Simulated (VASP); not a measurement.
**TiB2: single point with PBE**

The system is TiB2.

```
Ti B
1.0
     2.93832    0.00000    0.00000
    -1.46916    2.54466    0.00000
     0.00000    0.00000    3.22840
Ti B
1 2
Direct
  0.00000 0.00000 0.00000
  0.33333 0.66667 0.50000
  0.66667 0.33333 0.50000
```

This cell differs from its parent crystal: equal xx and yy strain of -3 %.

```
Program                : VASP 6.6.1
Task                   : single point
Functional             : PBE
Potentials or basis    : VASP PAW PBE potentials, release 64 (Ti_sv, B)
Cutoff                 : 520 eV
k mesh                 : 15 × 15 × 13
Occupations            : fermi-dirac, width 0.08 eV
Spin                   : no spin polarisation
Dipole correction      : no
Further INCAR settings : ALGO = Normal; EDIFF = 1e-06; NBANDS = 16
```

The pressure is 19.4 GPa and the band gap on the k mesh is zero (band 9 reaches 11.18 eV, above the bottom of band 10 at 10.58 eV).

Stress tensor (GPa, compression positive):
```
25.61  0.00  0.00
 0.00 25.61  0.00
 0.00  0.00  6.91
```

Levels at points of the mesh, in eV from the Fermi level:
| k point | band 5 | band 6 | band 7 | band 8 | band 9 | band 10 | band 11 | band 12 | band 13 | band 14 |
| --- | --- | --- | --- | --- | --- | --- | --- | --- | --- | --- |
| (0.00, 0.00, 0.00) | -13.91 | -2.73 | -2.55 | -2.55 | -2.38 | 2.03 | 2.03 | 3.72 | 3.72 | 6.27 |

Wall time 47 s on 1 thread of AMD EPYC 9R14 (Zen 4) (shared host), peak memory 0.16 GiB.

Caveat: the cell differs from its parent crystal (equal xx and yy strain of -3 %).
